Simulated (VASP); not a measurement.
# Rb3Sb2P3: single point with PBE

Rb3Sb2P3:

```xyz
8
Lattice="6.5561 0.0000 0.0000 0.0000 6.5561 0.0000 0.0000 0.0000 6.5561" Properties=species:S:1:pos:R:3 pbc="T T T"
Rb    3.2780    0.0000    0.0000
Rb    0.0000    3.2780    0.0000
Rb    0.0000    0.0000    3.2780
Sb    3.2780    3.2780    3.2780
Sb    0.0000    0.0000    0.0000
P     0.0000    3.2780    3.2780
P     3.2780    0.0000    3.2780
P     3.2780    3.2780    0.0000
```

The cell was generated, and may not be a known phase.

* Program: VASP 6.6.1
* Task: single point
* Functional: PBE
* Potentials or basis: VASP PAW PBE potentials, release 64 (Rb_sv, Sb, P)
* Cutoff: 520 eV
* k mesh: 2 × 2 × 2
* Occupations: gaussian, width 0.1 eV
* Spin: no spin polarisation
* Dipole correction: no
* Further INCAR settings: ALGO = Normal; EDIFF = 1e-06; NBANDS = 36

```yaml
Pressure: -0.1 GPa
Band_gap_on_the_k_mesh: zero (bands 26 and 27 overlap by 0.32 eV)
```

Levels at points of the mesh, in eV from the Fermi level:
```
           k point  band 23  band 24  band 25  band 26  band 27  band 28
(0.00, 0.00, 0.00)    -0.12     0.17     0.17     0.17     0.74     0.74
(0.50, 0.00, 0.00)    -0.27    -0.27     0.03     0.08     0.08     0.51
(0.50, 0.50, 0.00)    -0.36    -0.22    -0.18    -0.12    -0.12     0.07
(0.50, 0.50, 0.50)    -0.27    -0.23    -0.23    -0.16    -0.16    -0.16
```

Wall time 80 s on 1 thread of Intel(R) Xeon(R) Platinum 8375C CPU @ 2.90GHz (Ice Lake), on a shared host, peak memory 0.35 GiB.

Caveat: the k points lie up to 0.48 Å⁻¹ apart; semilocal functionals underestimate gaps, and a narrow one can read as zero; spin-orbit coupling is left out, which moves the levels of the heavy elements.
